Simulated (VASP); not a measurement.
A run of VASP 6.6.1:

The input POSCAR:

```
PtS2
1.0
    3.5432000000      0.0000000000      0.0000000000
   -1.7716000000      3.0685012107      0.0000000000
    0.0000000000      0.0000000000      5.0388000000
Pt S
1 2
Direct
    0.0000000000      0.0000000000      0.0000000000
    0.6666666667      0.3333333333      0.7730000000
    0.3333333333      0.6666666667      0.2270000000
```

INCAR.step1

```
SYSTEM = PtS2
PREC     = Accurate       ! precision mode
ENCUT    = 520            ! plane-wave cutoff, eV
EDIFF    = 1E-6           ! SCF threshold, eV
ISMEAR   = -1             ! smearing method
SIGMA    = 0.05           ! smearing width, eV
LREAL    = .FALSE.        ! projectors in reciprocal space
LASPH    = .TRUE.         ! aspherical terms in the spheres
NELM     = 100            ! most SCF steps
ALGO     = Normal         ! electronic algorithm
ISIF     = 2              ! what is computed and relaxed
LWAVE    = .FALSE.        ! write WAVECAR
LCHARG   = .TRUE.         ! write CHGCAR
LMAXMIX  = 4              ! l up to which the mixer works
GGA      = PS             ! functional
NBANDS   = 18             ! bands
```

KPOINTS.step1

```
regular mesh
0
G
  9 9 5
  0 0 0
```

File INCAR.step2:

```
SYSTEM = PtS2
PREC     = Accurate       ! precision mode
ENCUT    = 520            ! plane-wave cutoff, eV
EDIFF    = 1E-6           ! SCF threshold, eV
ISMEAR   = -5             ! smearing method
SIGMA    = 0.05           ! smearing width, eV
LREAL    = .FALSE.        ! projectors in reciprocal space
LASPH    = .TRUE.         ! aspherical terms in the spheres
NELM     = 100            ! most SCF steps
ALGO     = Normal         ! electronic algorithm
ISIF     = 2              ! what is computed and relaxed
LWAVE    = .FALSE.        ! write WAVECAR
LCHARG   = .FALSE.        ! write CHGCAR
LMAXMIX  = 4              ! l up to which the mixer works
GGA      = PS             ! functional
LORBIT   = 11             ! projections on sites
NEDOS    = 1001           ! points of the DOS
ICHARG   = 11             ! starting density
```

Contents of KPOINTS.step2:

```
regular mesh
0
G
  14 14 8
  0 0 0
```

Potentials or basis: VASP PAW PBE potentials, release 64 (Pt, S).

Run with:

```bash
$ cat potpaw_PBE.64/Pt/POTCAR potpaw_PBE.64/S/POTCAR > POTCAR
$ cp INCAR.step1 INCAR
$ cp KPOINTS.step1 KPOINTS
$ mpirun -np 1 vasp_std > vasp.out
$ cp INCAR.step2 INCAR
$ cp KPOINTS.step2 KPOINTS
$ mpirun -np 1 vasp_std > vasp.out
```

Hardware: 1 thread of Intel(R) Xeon(R) Platinum 8488C (Sapphire Rapids) (shared host).

How long does it take, and how much memory?

Run time: 110 s on 1 thread of Intel(R) Xeon(R) Platinum 8488C (Sapphire Rapids), on a shared host, peak memory 0.26 GiB. Counts: k points 168.
